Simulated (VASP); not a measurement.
# Pd in VASP: further runs

Runs on Pd. Level: BLYP. Tasks: single point.

Everything below comes from runs of VASP 6.6.1. Logs are shortened: lines on timing, memory, paths and dates and some standing lists are left out, and cuts for length are marked.

### Step 1. The cell of the first run

The typed cell holds 2 atoms: a = 4.495 Å, b = 4.495 Å, c = 2.664 Å, α = 89.98°, β = 89.98°, γ = 145.89°.

### Step 2. Single point, BLYP (15.09 Å³/atom)

File INCAR:

```
AGGAC = 1.0 ; AGGAX = 1.0
ALDAC = 0.0 ; ALDAX = 1.0
ALGO = Normal ; EDIFF = 1E-6
ENCUT = 520 ; GGA = B5
ISIF = 2 ; ISMEAR = -1
LASPH = True ; LCHARG = False
LREAL = False ; LWAVE = False
NBANDS = 17 ; NELM = 100
PREC = Accurate ; SIGMA = 0.1
```

File KPOINTS:

```
k-points
0
Gamma
  13 13 13
```

File POSCAR:

```
Pd
1.0
   -2.8403665635      3.2365429476      1.2883210813
    3.2365429476     -2.8403665635      1.2883210813
    1.8408733743      1.8408733743     -0.5627233082
Pd
2
Direct
    0.0078500030      0.9921499970      0.0000000000
    0.7421499970      0.2578500030      0.5000000000
```

Potentials or basis: VASP PAW PBE potentials, release 64 (Pd).

Started as:

```console
> cat potpaw_PBE.64/Pd/POTCAR > POTCAR
> mpirun -np 1 vasp_std > vasp.out
```

OUTCAR:

```text
EDIFF = 1E-6
   ENCUT = 520
   GGA = B5
   ISIF = 2
   ISMEAR = -1
   LASPH = True
   LREAL = False
   NELM = 100
   PREC = Accurate

 ion  position               nearest neighbor table
   1  0.008  0.992  0.000-   2 2.64   2 2.64   2 2.75   2 2.75   2 2.75   2 2.75
   2  0.742  0.258  0.500-   1 2.64   1 2.64   1 2.75   1 2.75   1 2.75   1 2.75

  LATTYP: Found a base centered monoclinic cell.
 ALAT       =     2.6368534826
 B/A-ratio  =     3.2592056800
 C/A-ratio  =     1.0101093257
 COS(beta)  =    -0.0012365311

  Lattice vectors:

 A1 = (   2.8403665635,  -3.2365429476,  -1.2883210813)
 A2 = (  -3.2365429476,   2.8403665635,  -1.2883210813)
 A3 = (   1.8408733743,   1.8408733743,  -0.5627233082)

Analysis of symmetry for initial positions (statically):
=====================================================================
 Subroutine PRICEL returns:
 Original cell was already a primitive cell.

 Routine SETGRP: Setting up the symmetry group for a
 base centered monoclinic supercell.

 Subroutine GETGRP returns: Found  4 space group operations
 (whereof  2 operations were pure point group operations)
 out of a pool of  4 trial point group operations.

The static configuration has the point symmetry C_2 .
 The point group associated with its full space group is C_2h.

Analysis of symmetry for dynamics (positions and initial velocities):
=====================================================================
 Subroutine PRICEL returns:
 Original cell was already a primitive cell.

 Routine SETGRP: Setting up the symmetry group for a
 base centered monoclinic supercell.

 Subroutine GETGRP returns: Found  4 space group operations
 (whereof  2 operations were pure point group operations)
 out of a pool of  4 trial point group operations.

The dynamic configuration has the point symmetry C_2 .
 The point group associated with its full space group is C_2h.

 Subroutine INISYM returns: Found  4 space group operations
 (whereof  2 operations are pure point group operations),
 and found     1 'primitive' translations

----------------------------------------------------------------------------------------

                                     Primitive cell

  volume of cell :      30.1792

  direct lattice vectors                    reciprocal lattice vectors
    -2.840366563  3.236542948  1.288321081    -0.025623454  0.138933876  0.370679756
     3.236542948 -2.840366563  1.288321081     0.138933876 -0.025623454  0.370679756
     1.840873374  1.840873374 -0.562723308     0.259417378  0.259417378 -0.079774398

  length of vectors
     4.494737331  4.494737331  2.663510293     0.396689632  0.396689632  0.375444678

  position of ions in fractional coordinates (direct lattice)
     0.007850003  0.992149997  0.000000000
     0.742149997  0.257850003  0.500000000

  ion indices of the primitive-cell ions
   primitive index   ion index
                 1           1
                 2           2

----------------------------------------------------------------------------------------

 KPOINTS: k-points

Automatic generation of k-mesh.
 Grid dimensions read from file:
 generate k-points for:   13   13   13

 Generating k-lattice:

  Cartesian coordinates                     Fractional coordinates (reciprocal lattice)
    -0.001971035  0.010687221  0.028513827     0.076923077  0.000000000  0.000000000
     0.010687221 -0.001971035  0.028513827     0.000000000  0.076923077  0.000000000
     0.019955183  0.019955183 -0.006136492     0.000000000  0.000000000  0.076923077

  Length of vectors
     0.030514587  0.030514587  0.028880360

  Shift w.r.t. Gamma in fractional coordinates (k-lattice)
     0.000000000  0.000000000  0.000000000

 Subroutine IBZKPT returns following result:
 ===========================================

 Found    595 irreducible k-points:

 Following reciprocal coordinates:
            Coordinates               Weight
  0.000000  0.000000  0.000000      1.000000
  0.076923  0.000000 -0.000000      4.000000
  0.153846  0.000000  0.000000      4.000000
  0.230769  0.000000  0.000000      4.000000
  0.307692  0.000000  0.000000      4.000000
  0.384615  0.000000  0.000000      4.000000
[... 16 lines left out ...]
  0.384615  0.153846  0.000000      4.000000
  0.461538  0.153846  0.000000      4.000000
 [... further k-points ...]
   k-points           NKPTS =    595   k-points in BZ     NKDIM =    595   number of bands    NBANDS=     17
   number of dos      NEDOS =    301   number of ions     NIONS =      2
   total plane-waves  NPLWV =  25920
   dimension x,y,z NGX =    36 NGY =   36 NGZ =   20
   dimension x,y,z NGXF=    72 NGYF=   72 NGZF=   40
   ions per type =               2
   NGX,Y,Z   is equivalent  to a cutoff of  13.32, 13.32, 12.48 a.u.
   NGXF,Y,Z  is equivalent  to a cutoff of  26.63, 26.63, 24.97 a.u.
 SYSTEM =  unknown system
   PREC   = accura    normal or accurate (medium, high low for compatibility)
   ISTART =      0    job   : 0-new  1-cont  2-samecut
   ICHARG =      2    charge: 1-file 2-atom 10-const
   ISPIN  =      1    spin polarized calculation?
   LNONCOLLINEAR =      F non collinear calculations
   LSORBIT =      F    spin-orbit coupling
   LASPH  =      T    aspherical Exc in radial PAW
   ENCUT  =  520.0 eV  38.22 Ry    6.18 a.u.   8.36  8.36  4.95*2*pi/ulx,y,z
   NELM   =    100;   NELMIN=  2; NELMDL= -5     # of ELM steps
   EDIFF  = 0.1E-05   stopping-criterion for ELM
   LREAL  =      F    real-space projection
   EDIFFG = 0.1E-04   stopping-criterion for IOM
   NSW    =      0    number of steps for IOM
   IBRION =     -1    ionic relax: 0-MD 1-quasi-New 2-CG
   NFREE  =      0    steps in history (QN), initial steepest desc. (CG)
   ISIF   =      2    stress and relaxation
   ISYM   =      2    0-nonsym 1-usesym 2-fastsym
   POTIM  = 0.5000    time-step for ionic-motion
   TEBEG  =    0.0;   TEEND  =   0.0 temperature during run
   PSTRESS=    0.0 pullay stress
   NELECT =      20.0000    total number of electrons
   NUPDOWN=      -1.0000    fix difference up-down
   EMIN   =  10.00;   EMAX   =-10.00  energy-range for DOS
   EFERMI =   0.00;   METHOD = LEGACY
   ISMEAR =    -1;   SIGMA  =   0.10  broadening in eV -4-tet -1-fermi 0-gaus
   EFERMI_NEDOS =   21; number of points for ismear=-14 and -15
   IALGO  =     38    algorithm
   IMIX   =      4    mixing-type and parameters
     AMIX     =   0.40;   BMIX     =  1.00
     AMIX_MAG =   1.60;   BMIX_MAG =  1.00
  volume/ion in A,a.u.               =      15.09       101.83
  Fermi-wavevector in a.u.,A,eV,Ry     =   1.427301  2.697208 27.717626  2.037188
  Thomas-Fermi vector in A             =   2.547485
   LORBIT       =      0    0 simple, 1 ext, 2 COOP (PROOUT), +10 PAW based schemes
   GGA     = B5    functional components
   LHFCALC =     F    Hartree Fock is set to
   AEXX    =    0.0000 exact exchange contribution
   IVDW    =     0    specifies the selected vdW correction
   LEPSILON=     F    determine dielectric tensor
   LRPA    =     F    only Hartree local field effects (RPA)
 non-spin polarized calculation
  energy-cutoff  :      520.00
  volume of cell :       30.18
 maximum number of plane-waves:       825
 NGX is ok and might be reduce to    36
   NGX = 17   NGY = 17   NGZ =  9

 number of electron      19.9999995 magnetization

 Free energy of the ion-electron system (eV)
  ---------------------------------------------------
  ext. energy  EPLUGINS =         0.00000000
  ---------------------------------------------------
  free energy    TOTEN  =        -8.37683934 eV

  energy without entropy =       -8.27951472  energy(sigma->0) =       -8.32817703

 E-fermi :  10.0501     XC(G=0): -12.3513

 val. band max:       10.0465799259   @ k =  -0.3846   0.3846   0.0000
 cond. band min:      10.0505144819   @ k =  -0.1538   0.3846   0.2308
 fundamental gap:      0.0039345559
 Fermi energy:        10.0501120707

 k-point     1 :       0.0000    0.0000    0.0000
  band No.  band energies     occupation
      1       3.1478      2.00000
      2       4.6343      2.00000
      3       5.3483      2.00000
      4       5.9111      2.00000
      5       7.1985      2.00000
      6       7.6714      2.00000
[... 9 lines left out ...]
     16      28.6566      0.00000
     17      29.2812      0.00000

 k-point     2 :       0.0769    0.0000   -0.0000
  band No.  band energies     occupation
      1       3.3103      2.00000
      2       4.6898      2.00000
      3       5.4895      2.00000
      4       6.0326      2.00000
      5       7.2328      2.00000
      6       7.6708      2.00000
[... 9 lines left out ...]
     16      27.7690      0.00000
     17      28.6939      0.00000

 k-point     3 :       0.1538    0.0000    0.0000
  band No.  band energies     occupation
      1       3.7570      2.00000
      2       4.8408      2.00000
      3       5.8700      2.00000
      4       6.3893      2.00000
      5       7.3271      2.00000
      6       7.6638      2.00000
[... 9 lines left out ...]
     16      25.8990      0.00000
     17      29.0396      0.00000

 k-point     4 :       0.2308    0.0000    0.0000
  band No.  band energies     occupation
      1       4.3486      2.00000
      2       5.0519      2.00000
      3       6.4016      2.00000
      4       6.5975      2.00000
      5       7.2740      2.00000
      6       7.4535      2.00000
[... 9 lines left out ...]
     16      27.2182      0.00000
     17      29.4284      0.00000
[... 343 lines left out ...]
      1       4.8868      2.00000
      2       5.5184      2.00000
      3       6.2377      2.00000
      4       6.9205      2.00000
      5       7.4209      2.00000
      6       7.5088      2.00000
[... 9 lines left out ...]
     16      28.4600      0.00000
     17      29.4067      0.00000

 k-point    23 :       0.3846    0.1538    0.0000
  band No.  band energies     occupation
      1       4.8775      2.00000
      2       5.4845      2.00000
      3       6.2356      2.00000
      4       6.9629      2.00000
      5       7.5686      2.00000
      6       7.5898      2.00000
[... 9 lines left out ...]
     16      28.3448      0.00000
     17      28.9250      0.00000

 k-point    24 :       0.4615    0.1538    0.0000
  band No.  band energies     occupation
      1       4.9789      2.00000
      2       5.3891      2.00000
      3       6.1807      2.00000
      4       6.9729      2.00000
      5       7.6280      2.00000
      6       7.7005      2.00000
[... 9 lines left out ...]
     16      28.0985      0.00000
     17      29.5584      0.00000

 [... further k-points ...]

------------------------ aborting loop because EDIFF is reached ----------------------------------------

  FORCE on cell =-STRESS in cart. coord.  units (eV):
  Direction    XX          YY          ZZ          XY          YZ          ZX
  --------------------------------------------------------------------------------------
  -------------------------------------------------------------------------------------
  Total        4.3939019      4.3939019      4.0402043     -0.0156337     -0.0545047     -0.0545045
  in kB      233.2669001    233.2669001    214.4895276     -0.8299760     -2.8935861     -2.8935757
  external PRESSURE =     227.0077759 kB  Pullay stress =       0.0000000 kB

 VOLUME and BASIS-vectors are now :
 -----------------------------------------------------------------------------
  energy-cutoff  :      520.00
  volume of cell :       30.18
      direct lattice vectors                 reciprocal lattice vectors
    -2.840366563  3.236542948  1.288321081    -0.025623454  0.138933876  0.370679756
     3.236542948 -2.840366563  1.288321081     0.138933876 -0.025623454  0.370679756
     1.840873374  1.840873374 -0.562723308     0.259417378  0.259417378 -0.079774398

 POSITION                                       TOTAL-FORCE (eV/Angst)
 -----------------------------------------------------------------------------------
      3.18884     -2.79266      1.28832         0.098208     -0.098208     -0.000000
     -0.35300      2.59005      1.00696        -0.098208      0.098208      0.000000
 -----------------------------------------------------------------------------------
    total drift:                                0.000000     -0.000000      0.000000

  FREE ENERGIE OF THE ION-ELECTRON SYSTEM (eV)
  ---------------------------------------------------
  free  energy   TOTEN  =        -8.3768393397 eV

  energy  without entropy=       -8.2795147219  energy(sigma->0) =       -8.32817703
```

It took 6.6 min on 1 thread of AMD EPYC 7R43 (Zen 3), shared host; peak memory 0.32 GiB.

What came out:

| Item | Value |
| --- | --- |
| Free energy | -8.3768 eV |
| Pressure | 22.7 GPa |
| Largest force | 0.139 eV/Å |
| Band gap on the k mesh | zero (bands 10 and 11 overlap by 1.05 eV) |

Forces on the atoms (eV/Å):
```
Pd   0.098 -0.098  0.000
Pd  -0.098  0.098  0.000
```

Stress tensor (GPa, compression positive):
```
23.33 -0.08 -0.29
-0.08 23.33 -0.29
-0.29 -0.29 21.45
```

Caveat: the cell stands under pressure; the PAW data sets were made with another functional, which shifts forces and pressure a little.

### Step 3. Single point, BLYP, collinear spin (17.79 Å³/atom)

This run uses another cell than the first one, of 17.79 Å³/atom.

File INCAR:

```
AGGAC = 1.0
AGGAX = 1.0
ALDAC = 0.0
ALDAX = 1.0
ALGO = Normal
EDIFF = 1E-6
ENCUT = 520
GGA = B5
ISIF = 2
ISMEAR = -1
ISPIN = 2
LASPH = T
LCHARG = T
LELF = T
LMAXMIX = 4
LORBIT = 11
LREAL = F
LVHAR = T
LWAVE = F
MAGMOM = 0.5 0.5
NBANDS = 21
NELM = 150
PREC = Accurate
SIGMA = 0.05
```

KPOINTS is that of step 2.

File POSCAR:

```
Pd
1.0
   -3.0175735610      3.4347534651      1.3591093691
    3.4347534651     -3.0175735610      1.3591093691
    1.9371807454      1.9371807454     -0.5950436107
Pd
2
Direct
    0.0076310474      0.9923689526      0.0000000000
    0.7423689526      0.2576310474      0.5000000000
```

Potentials or basis: VASP PAW PBE potentials, release 64 (Pd).

Started as:

```console
> cat potpaw_PBE.64/Pd/POTCAR > POTCAR
> mpirun -np 1 vasp_std > vasp.out
```

It took 23 min on 1 thread of Oxide Virtual Turin-like, shared host; peak memory 0.63 GiB.

It converged, with:

```
Free energy                                           : -8.5770 eV
Pressure                                              : -4.1 GPa
Largest force                                         : 0.024 eV/Å
Band gap on the k mesh                                : zero (filled and empty bands overlap)
Net moment                                            : 0.00 μB per cell
Valence electrons inside the program's atomic spheres : Pd 9.23
```

Forces on the atoms (eV/Å):
```
Pd  -0.017  0.017  0.000
Pd   0.017 -0.017  0.000
```

Stress tensor (GPa, compression positive):
```
-4.15  0.02  0.04
 0.02 -4.15  0.04
 0.04  0.04 -3.87
```

Levels at points of the mesh, in eV from the Fermi level:
Spin up:
| k point | band 8 | band 9 | band 10 | band 11 | band 12 | band 13 |
| --- | --- | --- | --- | --- | --- | --- |
| (0.00, 0.00, 0.00) | -0.75 | -0.40 | -0.21 | 0.25 | 2.21 | 6.85 |
Spin down:
| k point | band 8 | band 9 | band 10 | band 11 | band 12 | band 13 |
| --- | --- | --- | --- | --- | --- | --- |
| (0.00, 0.00, 0.00) | -0.75 | -0.40 | -0.21 | 0.25 | 2.21 | 6.85 |

Caveat: the cell stands under tension; the PAW data sets were made with another functional, which shifts forces and pressure a little.
